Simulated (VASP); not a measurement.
A run of VASP 6.6.1 is set up as follows.

The input INCAR:

```
SYSTEM = Si4Ge2Ir
ALGO     = Normal         ! electronic algorithm
EDIFF    = 1E-6           ! SCF threshold, eV
EDIFFG   = -0.01          ! ionic threshold
ENCUT    = 600            ! plane-wave cutoff, eV
GGA      = PE             ! functional
IBRION   = 2              ! ionic algorithm
ISIF     = 3              ! what is computed and relaxed
ISMEAR   = 0              ! smearing method
LASPH    = .TRUE.         ! aspherical terms in the spheres
LCHARG   = .FALSE.        ! write CHGCAR
LREAL    = .FALSE.        ! projectors in reciprocal space
LWAVE    = .FALSE.        ! write WAVECAR
NELM     = 60             ! most SCF steps
NSW      = 100            ! ionic steps
PREC     = Accurate       ! precision mode
SIGMA    = 0.1            ! smearing width, eV
```

The input KPOINTS:

```
k-points
0
G
  12 12 4
  0 0 0
```

The input POSCAR:

```
Si4Ge2Ir
1.0
    4.0134130513      0.0000000000      0.0000000000
   -2.0067065256      3.4757176583      0.0000000000
    0.0000000000      0.0000000000     10.2262762159
Si Ge Ir
4 2 1
Direct
    0.3333333333      0.6666666667      0.0674747095
    0.3333333333      0.6666666667      0.3010957621
    0.6666666667      0.3333333333      0.9325252905
    0.6666666667      0.3333333333      0.6989042379
    0.0000000000      0.0000000000      0.3770311707
    0.0000000000      0.0000000000      0.6229688293
    0.0000000000      0.0000000000      0.0000000000
```

Potentials or basis: VASP PAW PBE potentials, release 64 (Si, Ge_d, Ir).

Run with:

```sh
$ cat potpaw_PBE.64/Si/POTCAR potpaw_PBE.64/Ge_d/POTCAR potpaw_PBE.64/Ir/POTCAR > POTCAR
$ mpirun -np 1 vasp_std > vasp.out
```

(1) Estimate the relaxed volume.

(2) What does it give for the relaxed cell?

(3) Predict the band gap on the k mesh.

(4) What does it give for the space group after relaxing (to 0.1 Å)?

## Answers

(1) 20.37 Å³/atom.

(2) a = 4.011 Å, b = 4.011 Å, c = 10.232 Å, α = 90.00°, β = 90.00°, γ = 120.00°.

(3) zero (an odd number of electrons rules out a gap without spin polarisation).

(4) P-3m1 (No. 164).

Caveat: spin-orbit coupling is left out, which moves the levels of the heavy elements.
